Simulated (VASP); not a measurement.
# Re in VASP: a series of runs

Re is run at these levels: PBE; tasks: single point.

All numbers are computed with VASP 6.6.1; they aren't measurements. Logs are shortened: lines on timing, memory, paths and dates and some standing lists are left out, and cuts for length are marked.

## Step 1: The cell of the first run

Symmetry: P6_3/mmc, No. 194, hexagonal system. Conventional cell: a = 2.701 Å, b = 2.701 Å, c = 4.484 Å, α = 90.00°, β = 90.00°, γ = 120.00°. Re (site symmetry -6m2) has 12 Re at 2.70 to 2.73 Å within 3.6 Å.

## Step 2: Single point, PBE

Input file INCAR:

```
SYSTEM = Re
ALGO = Normal
EDIFF = 1E-6
ENCUT = 520
GGA = PE
ISIF = 2
ISMEAR = 0
LASPH = .True.
LCHARG = .False.
LREAL = .False.
LWAVE = .False.
NBANDS = 14
NELM = 100
PREC = Accurate
SIGMA = 0.15
```

Input file KPOINTS:

```
k-points
0
Gamma
  18 18 10
  0 0 0
```

Input file POSCAR:

```
Re
1.0
    2.7007363475      0.0000000000      0.0000000000
   -1.3503681738      2.3389062859      0.0000000000
    0.0000000000      0.0000000000      4.4842238099
Re
2
Direct
    0.3333333333      0.6666666667      0.2500000000
    0.6666666667      0.3333333333      0.7500000000
```

Potentials or basis: VASP PAW PBE potentials, release 64 (Re).

The run is started by

```console
$ cat potpaw_PBE.64/Re/POTCAR > POTCAR
$ mpirun -np 1 vasp_std > vasp.out
```

OUTCAR:

```text
SYSTEM = Re
   EDIFF = 1E-6
   ENCUT = 520
   GGA = PE
   ISIF = 2
   ISMEAR = 0
   LASPH = .True.
   LREAL = .False.
   NELM = 100
   PREC = Accurate

 ion  position               nearest neighbor table
   1  0.333  0.667  0.250-   2 2.73   2 2.73   2 2.73   2 2.73   2 2.73   2 2.73
   2  0.667  0.333  0.750-   1 2.73   1 2.73   1 2.73   1 2.73   1 2.73   1 2.73

  LATTYP: Found a hexagonal cell.
 ALAT       =     2.7007363475
 C/A-ratio  =     1.6603708148

  Lattice vectors:

 A1 = (   2.7007363475,   0.0000000000,   0.0000000000)
 A2 = (  -1.3503681738,   2.3389062859,   0.0000000000)
 A3 = (   0.0000000000,   0.0000000000,   4.4842238099)

Analysis of symmetry for initial positions (statically):
=====================================================================
 Subroutine PRICEL returns:
 Original cell was already a primitive cell.

 Routine SETGRP: Setting up the symmetry group for a
 hexagonal supercell.

 Subroutine GETGRP returns: Found 24 space group operations
 (whereof 12 operations were pure point group operations)
 out of a pool of 24 trial point group operations.

The static configuration has the point symmetry D_3d.
 The point group associated with its full space group is D_6h.

Analysis of symmetry for dynamics (positions and initial velocities):
=====================================================================
 Subroutine PRICEL returns:
 Original cell was already a primitive cell.

 Routine SETGRP: Setting up the symmetry group for a
 hexagonal supercell.

 Subroutine GETGRP returns: Found 24 space group operations
 (whereof 12 operations were pure point group operations)
 out of a pool of 24 trial point group operations.

The dynamic configuration has the point symmetry D_3d.
 The point group associated with its full space group is D_6h.

 Subroutine INISYM returns: Found 24 space group operations
 (whereof 12 operations are pure point group operations),
 and found     1 'primitive' translations

----------------------------------------------------------------------------------------

                                     Primitive cell

  volume of cell :      28.3258

  direct lattice vectors                    reciprocal lattice vectors
     2.700736347  0.000000000  0.000000000     0.370269390  0.213775132  0.000000000
    -1.350368174  2.338906286  0.000000000     0.000000000  0.427550264  0.000000000
     0.000000000  0.000000000  4.484223810     0.000000000  0.000000000  0.223004034

  length of vectors
     2.700736347  2.700736348  4.484223810     0.427550264  0.427550264  0.223004034
[... 93 lines left out ...]
   NUPDOWN=      -1.0000    fix difference up-down
   EMIN   =  10.00;   EMAX   =-10.00  energy-range for DOS
   EFERMI =   0.00;   METHOD = LEGACY
   ISMEAR =     0;   SIGMA  =   0.15  broadening in eV -4-tet -1-fermi 0-gaus
   EFERMI_NEDOS =   21; number of points for ismear=-14 and -15
   IALGO  =     38    algorithm
   IMIX   =      4    mixing-type and parameters
     AMIX     =   0.40;   BMIX     =  1.00
     AMIX_MAG =   1.60;   BMIX_MAG =  1.00
  volume/ion in A,a.u.               =      14.16        95.58
  Fermi-wavevector in a.u.,A,eV,Ry     =   1.294365  2.445995 22.794937  1.675381
  Thomas-Fermi vector in A             =   2.425952
   LORBIT       =      0    0 simple, 1 ext, 2 COOP (PROOUT), +10 PAW based schemes
   GGA     = PE    functional components
   LHFCALC =     F    Hartree Fock is set to
   AEXX    =    0.0000 exact exchange contribution
   IVDW    =     0    specifies the selected vdW correction
   LEPSILON=     F    determine dielectric tensor
   LRPA    =     F    only Hartree local field effects (RPA)
 non-spin polarized calculation
 Gauss-broadening in eV      SIGMA  =   0.15
  energy-cutoff  :      520.00
  volume of cell :       28.33
 maximum number of plane-waves:       777
 NGX is ok and might be reduce to    20
   NGX =  9   NGY =  9   NGZ = 17

 number of electron      14.0000000 magnetization

 Free energy of the ion-electron system (eV)
  ---------------------------------------------------
  ext. energy  EPLUGINS =         0.00000000
  ---------------------------------------------------
  free energy    TOTEN  =       -24.73355319 eV

  energy without entropy =      -24.71688792  energy(sigma->0) =      -24.72522056

 E-fermi :   8.4012     XC(G=0): -13.9426

 val. band max:        8.3876511641   @ k =   0.2222   0.0556   0.5000
 cond. band min:       8.4047481320   @ k =   0.3333   0.2778   0.5000
 fundamental gap:      0.0170969679
 Fermi energy:         8.4011656249

 k-point     1 :       0.0000    0.0000    0.0000
  band No.  band energies     occupation
      1      -1.7642      2.00000
      2       1.4186      2.00000
      3       6.3377      2.00000
      4       6.7356      2.00000
      5       6.7356      2.00000
      6       7.5421      2.00000
      7       7.5421      2.00000
      8       8.7526      0.00092
      9       8.8274      0.00006
     10       8.8274      0.00006
     11      11.9304      0.00000
     12      11.9304      0.00000
     13      18.5794      0.00000
     14      22.7223      0.00000
[... 377 lines left out ...]
      1       2.5464      2.00000
      2       2.6957      2.00000
      3       2.9264      2.00000
      4       6.1383      2.00000
      5       6.2783      2.00000
      6       6.7809      2.00000
      7       7.5556      2.00000
      8      11.7046      0.00000
      9      12.4641      0.00000
     10      12.4963      0.00000
     11      14.5290      0.00000
     12      17.4550      0.00000
     13      18.9374      0.00000
     14      20.2341      0.00000

 [... further k-points ...]

------------------------ aborting loop because EDIFF is reached ----------------------------------------

  FORCE on cell =-STRESS in cart. coord.  units (eV):
  Direction    XX          YY          ZZ          XY          YZ          ZX
  --------------------------------------------------------------------------------------
  -------------------------------------------------------------------------------------
  Total        4.8551389      4.8551389      2.1802973     -0.0000000     -0.0000000      0.0000000
  in kB      274.6185989    274.6185989    123.3229795     -0.0000000     -0.0000000      0.0000000
  external PRESSURE =     224.1867258 kB  Pullay stress =       0.0000000 kB

 VOLUME and BASIS-vectors are now :
 -----------------------------------------------------------------------------
  energy-cutoff  :      520.00
  volume of cell :       28.33
      direct lattice vectors                 reciprocal lattice vectors
     2.700736347  0.000000000  0.000000000     0.370269390  0.213775132  0.000000000
    -1.350368174  2.338906286  0.000000000     0.000000000  0.427550264  0.000000000
     0.000000000  0.000000000  4.484223810     0.000000000  0.000000000  0.223004034

 POSITION                                       TOTAL-FORCE (eV/Angst)
 -----------------------------------------------------------------------------------
     -0.00000      1.55927      1.12106        -0.000000      0.000000      0.000000
      1.35037      0.77964      3.36317         0.000000     -0.000000      0.000000
 -----------------------------------------------------------------------------------
    total drift:                               -0.000000      0.000000     -0.000000

  FREE ENERGIE OF THE ION-ELECTRON SYSTEM (eV)
  ---------------------------------------------------
  free  energy   TOTEN  =       -24.7335531948 eV

  energy  without entropy=      -24.7168879248  energy(sigma->0) =      -24.72522056
```

Run time: 43 s. Hardware: 1 thread of Intel Xeon 6975P-C (Granite Rapids), shared host; peak memory 0.2 GiB.

What came out:

```yaml
Free_energy: -24.7336 eV
Pressure: 22.4 GPa
Band_gap_on_the_k_mesh: zero (bands 7 and 8 overlap by 3.30 eV)
```

Levels at points of the mesh, in eV from the Fermi level:
```
           k point  band 4  band 5  band 6  band 7  band 8  band 9  band 10  band 11
(0.00, 0.00, 0.00)   -1.67   -1.67   -0.86   -0.86    0.35    0.43     0.43     3.53
(0.50, 0.00, 0.00)   -1.85   -1.69   -1.66   -0.86    4.42    4.43     4.92     6.41
(0.00, 0.00, 0.50)   -2.71   -1.74   -1.74   -1.74   -1.74    2.66     2.66     2.66
(0.50, 0.00, 0.50)   -4.48    0.49    0.49    1.00    1.00    4.71     4.71     4.97
```

Caveat: the stress differs along the axes, from 12 to 27 GPa; spin-orbit coupling is left out, which moves the levels of the heavy elements.

## Step 3: Single point, PBE

This run uses another cell than the first one, of 14.56 Å³/atom.

Input file INCAR:

```
PREC = Accurate
ENCUT = 520
EDIFF = 1E-6
ISMEAR = 0
SIGMA = 0.15
LREAL = False
LASPH = True
NELM = 80
ALGO = Normal
ISIF = 2
LWAVE = False
LCHARG = True
GGA = PE
LELF = True
LVHAR = True
NBANDS = 14
```

Input file KPOINTS:

```
Automatic mesh
0
Gamma
  18 18 10
```

Input file POSCAR:

```
Re
1.0
    2.7379189912      0.0000000000      0.0000000000
   -1.3689594956      2.3711073999      0.0000000000
    0.0000000000      0.0000000000      4.4842238099
Re
2
Direct
    0.3333333333      0.6666666667      0.2500000000
    0.6666666667      0.3333333333      0.7500000000
```

Potentials or basis: VASP PAW PBE potentials, release 64 (Re).

The run is started by

```console
$ cat potpaw_PBE.64/Re/POTCAR > POTCAR
$ mpirun -np 1 vasp_std > vasp.out
```

Run time: 41 s. Hardware: 1 thread of Intel Xeon 6975P-C (Granite Rapids), shared host; peak memory 0.2 GiB.

It converged, with:

| Quantity | Value |
| --- | --- |
| Free energy | -24.8306 eV |
| Pressure | 10.1 GPa |
| Band gap on the k mesh | zero (bands 7 and 8 overlap by 3.18 eV) |

Stress tensor (GPa, compression positive):
```
12.33  0.00  0.00
 0.00 12.33  0.00
 0.00  0.00  5.56
```

Levels at points of the mesh, in eV from the Fermi level:
| k point | band 5 | band 6 | band 7 | band 8 | band 9 | band 10 |
| --- | --- | --- | --- | --- | --- | --- |
| (0.00, 0.00, 0.00) | -1.59 | -0.78 | -0.78 | 0.31 | 0.31 | 0.47 |
| (0.50, 0.00, 0.00) | -1.69 | -1.51 | -0.72 | 4.15 | 4.35 | 4.65 |
| (0.00, 0.00, 0.50) | -1.69 | -1.69 | -1.69 | -1.69 | 2.57 | 2.57 |
| (0.50, 0.00, 0.50) | 0.45 | 0.45 | 0.95 | 0.95 | 4.44 | 4.44 |

Caveat: the stress differs along the axes, from 6 to 12 GPa; spin-orbit coupling is left out, which moves the levels of the heavy elements.

## Step 4: Single point, PBE (atoms displaced along a vibrational mode, the cell strained)

Input file INCAR:

```
SYSTEM = Re
PREC = Accurate ; ENCUT = 520
EDIFF = 1E-6 ; ISMEAR = 0
SIGMA = 0.15 ; LREAL = .False.
LASPH = .True. ; NELM = 100
ALGO = Fast ; ISIF = 2
LWAVE = .False. ; LCHARG = .True.
GGA = PE ; LELF = .True.
LVHAR = .True. ; NBANDS = 14
```

Input file KPOINTS:

```
Automatic mesh
0
Gamma
  18 18 10
  0 0 0
```

Input file POSCAR:

```
Re
1.0
    2.8489119573      0.0000000000      0.0000000000
   -1.4244559786      2.4672301281      0.0000000000
    0.0000000000      0.0000000000      4.4842238099
Re
2
Direct
    0.3333333333      0.6666666667      0.2391620039
    0.6666666667      0.3333333333      0.7608379961
```

Potentials or basis: VASP PAW PBE potentials, release 64 (Re).

The run is started by

```console
$ cat potpaw_PBE.64/Re/POTCAR > POTCAR
$ mpirun -np 1 vasp_std > vasp.out
```

OUTCAR:

```text
SYSTEM = Re
   PREC = Accurate
   ENCUT = 520
   EDIFF = 1E-6
   ISMEAR = 0
   LREAL = .False.
   LASPH = .True.
   NELM = 100
   ISIF = 2
   GGA = PE

 ion  position               nearest neighbor table
   1  0.333  0.667  0.239-   2 2.70   2 2.70   2 2.70   2 2.86   2 2.86   2 2.86
   2  0.667  0.333  0.761-   1 2.70   1 2.70   1 2.70   1 2.86   1 2.86   1 2.86

  LATTYP: Found a hexagonal cell.
 ALAT       =     2.8489119573
 C/A-ratio  =     1.5740127730

  Lattice vectors:

[... 598 lines left out ...]

  FORCE on cell =-STRESS in cart. coord.  units (eV):
  Direction    XX          YY          ZZ          XY          YZ          ZX
  --------------------------------------------------------------------------------------
  -------------------------------------------------------------------------------------
  Total       -3.8344795     -3.8344795     -1.9252709     -0.0000000      0.0000000      0.0000000
  in kB     -194.9131024   -194.9131024    -97.8647860     -0.0000000      0.0000000      0.0000000
  external PRESSURE =    -162.5636636 kB  Pullay stress =       0.0000000 kB

 VOLUME and BASIS-vectors are now :
 -----------------------------------------------------------------------------
  energy-cutoff  :      520.00
  volume of cell :       31.52
      direct lattice vectors                 reciprocal lattice vectors
     2.848911957  0.000000000  0.000000000     0.351011198  0.202656410  0.000000000
    -1.424455979  2.467230128  0.000000000     0.000000000  0.405312820  0.000000000
     0.000000000  0.000000000  4.484223810     0.000000000  0.000000000  0.223004034

 POSITION                                       TOTAL-FORCE (eV/Angst)
 -----------------------------------------------------------------------------------
     -0.00000      1.64482      1.07246        -0.000000      0.000000      0.202087
      1.42446      0.82241      3.41177         0.000000     -0.000000     -0.202087
 -----------------------------------------------------------------------------------
    total drift:                                0.000000     -0.000000     -0.000000

  FREE ENERGIE OF THE ION-ELECTRON SYSTEM (eV)
  ---------------------------------------------------
  free  energy   TOTEN  =       -24.7452785809 eV

  energy  without entropy=      -24.7264080919  energy(sigma->0) =      -24.73584334
```

OSZICAR:

```text
N       E                     dE             d eps       ncg     rms          rms(c)
DAV:   1     0.200360768465E+02    0.20036E+02   -0.66890E+03 18440   0.122E+03
DAV:   2    -0.251265494407E+02   -0.45163E+02   -0.39404E+02 15084   0.272E+02
DAV:   3    -0.262440204812E+02   -0.11175E+01   -0.10856E+01 14690   0.455E+01
DAV:   4    -0.262555492729E+02   -0.11529E-01   -0.11515E-01 14090   0.326E+00
DAV:   5    -0.262557793780E+02   -0.23011E-03   -0.23007E-03 14588   0.772E-01    0.377E+01
RMM:   6    -0.250260547878E+02    0.12297E+01   -0.24715E-01  9658   0.241E+01    0.130E+01
RMM:   7    -0.247498551486E+02    0.27620E+00   -0.28891E+00 13885   0.233E+01    0.180E+00
RMM:   8    -0.247479597514E+02    0.18954E-02   -0.10278E-01 13552   0.467E+00    0.643E-01
RMM:   9    -0.247462144839E+02    0.17453E-02   -0.21242E-02 14360   0.850E-01    0.264E-01
RMM:  10    -0.247452039548E+02    0.10105E-02   -0.14835E-03 11769   0.956E-01    0.854E-02
RMM:  11    -0.247452927988E+02   -0.88844E-04   -0.12145E-03 14481   0.229E-01    0.229E-02
RMM:  12    -0.247452868480E+02    0.59508E-05   -0.92614E-05 13765   0.698E-02    0.143E-02
RMM:  13    -0.247452792009E+02    0.76471E-05   -0.10197E-05 10713   0.659E-02    0.164E-02
RMM:  14    -0.247452781150E+02    0.10859E-05   -0.18061E-06  8754   0.648E-02    0.422E-02
RMM:  15    -0.247452785809E+02   -0.46586E-06   -0.94266E-06  8801   0.109E-01
   1 F= -.24745279E+02 E0= -.24735843E+02  d E =-.188705E-01
```

It took 76 s on 1 thread of Intel Xeon 6975P-C (Granite Rapids), shared host; peak memory 0.25 GiB.

Results:

| Property | Result |
| --- | --- |
| Free energy | -24.7453 eV |
| Pressure | -16.3 GPa |
| Largest force | 0.202 eV/Å |
| Band gap on the k mesh | zero (bands 7 and 8 overlap by 2.82 eV) |

Forces in eV/Å, atoms in the order of the input:
```
Re   0.000  0.000  0.202
Re   0.000  0.000 -0.202
```

Stress tensor (GPa, compression positive):
```
-19.49   0.00   0.00
  0.00 -19.49   0.00
  0.00   0.00  -9.79
```

Levels at points of the mesh, in eV from the Fermi level:
```csv
k point,band 3,band 4,band 5,band 6,band 7,band 8,band 9,band 10,band 11,band 12
"(0.00, 0.00, 0.00)",-1.44,-1.44,-1.09,-0.72,-0.72,0.15,0.15,0.93,3.16,3.16
"(0.50, 0.00, 0.00)",-4.65,-1.89,-1.72,-1.02,-0.29,3.40,3.91,4.21,5.47,6.45
"(0.00, 0.00, 0.50)",-2.42,-1.63,-1.63,-1.59,-1.59,-1.48,2.19,2.19,2.63,2.63
"(0.50, 0.00, 0.50)",-3.81,-3.27,-0.09,0.75,0.84,0.88,3.66,3.82,4.09,4.69
```

Caveat: the cell differs from its parent crystal (atoms displaced along a vibrational mode, the cell strained); the stress differs along the axes, from -19 to -10 GPa; spin-orbit coupling is left out, which moves the levels of the heavy elements.

## Step 5: Single point, PBE (atoms displaced along a vibrational mode, the cell strained)

Input file INCAR:

```
PREC = Accurate
ENCUT = 520
EDIFF = 1E-7
ISMEAR = 0
SIGMA = 0.15
LREAL = False
LASPH = True
NELM = 80
ALGO = Fast
ISIF = 2
LWAVE = False
LCHARG = True
GGA = PE
LELF = True
LVHAR = True
NBANDS = 14
```

Input file KPOINTS:

```
regular mesh
0
Gamma
  18 18 10
```

Input file POSCAR:

```
Re
1.0
    2.8858171185      0.0000000000      0.0000000000
   -1.4429085592      2.4991909353      0.0000000000
    0.0000000000      0.0000000000      4.4842238099
Re
2
Direct
    0.3333333333      0.6666666667      0.2391620039
    0.6666666667      0.3333333333      0.7608379961
```

The run is started by

```console
$ cat potpaw_PBE.64/Re/POTCAR > POTCAR
$ mpirun -np 1 vasp_std > vasp.out
```

It took 64 s on 1 thread of Intel Xeon 6975P-C (Granite Rapids), shared host; peak memory 0.26 GiB.

It converged, with:

```
Free energy            : -24.6254 eV
Pressure               : -23.1 GPa
Largest force          : 0.119 eV/Å
Band gap on the k mesh : zero (bands 7 and 8 overlap by 2.63 eV)
```

Forces on the atoms (eV/Å):
```
Re   0.000  0.000  0.119
Re   0.000  0.000 -0.119
```

Stress tensor (GPa, compression positive):
```
-27.23   0.00   0.00
  0.00 -27.23   0.00
  0.00   0.00 -14.77
```

Levels at points of the mesh, in eV from the Fermi level:
| k point | band 5 | band 6 | band 7 | band 8 | band 9 | band 10 |
| --- | --- | --- | --- | --- | --- | --- |
| (0.00, 0.00, 0.00) | -0.90 | -0.71 | -0.71 | 0.08 | 0.08 | 1.03 |
| (0.50, 0.00, 0.00) | -1.75 | -0.91 | -0.19 | 3.17 | 3.70 | 4.10 |
| (0.00, 0.00, 0.50) | -1.62 | -1.59 | -1.59 | -1.34 | 2.13 | 2.13 |
| (0.50, 0.00, 0.50) | -0.13 | 0.69 | 0.79 | 0.83 | 3.43 | 3.60 |

Caveat: the cell differs from its parent crystal (atoms displaced along a vibrational mode, the cell strained); the stress differs along the axes, from -27 to -15 GPa; spin-orbit coupling is left out, which moves the levels of the heavy elements.

## Step 6: Summary

```tsv
cell	gap on the mesh (eV)	pressure (GPa)	largest force (eV/Å)
a = 2.701, b = 2.701, c = 4.484 Å, angles 90.0, 90.0, 120.0°, 2 atoms, atomic positions A	none	22.4	-
a = 2.738, b = 2.738, c = 4.484 Å, angles 90.0, 90.0, 120.0°, 2 atoms, atomic positions A	none	10.1	-
a = 2.849, b = 2.849, c = 4.484 Å, angles 90.0, 90.0, 120.0°, 2 atoms, atomic positions B	none	-16.3	0.20
a = 2.886, b = 2.886, c = 4.484 Å, angles 90.0, 90.0, 120.0°, 2 atoms, atomic positions B	none	-23.1	0.12
```

Alike in all rows: task single point; level PBE; potentials or basis VASP PAW PBE potentials, release 64 (Re); no spin polarisation; k mesh 18 × 18 × 10; cutoff (eV) 520; smearing gaussian 0.15 eV.

Caveats: spin-orbit coupling is left out, which moves the levels of the heavy elements; the stress differs along the axes, from 12 to 27 GPa (at least some runs); the stress differs along the axes, from 6 to 12 GPa (at least some runs); the stress differs along the axes, from -19 to -10 GPa (at least some runs); the stress differs along the axes, from -27 to -15 GPa (at least some runs).

Absolute energies hang on the potentials; compare differences alone.
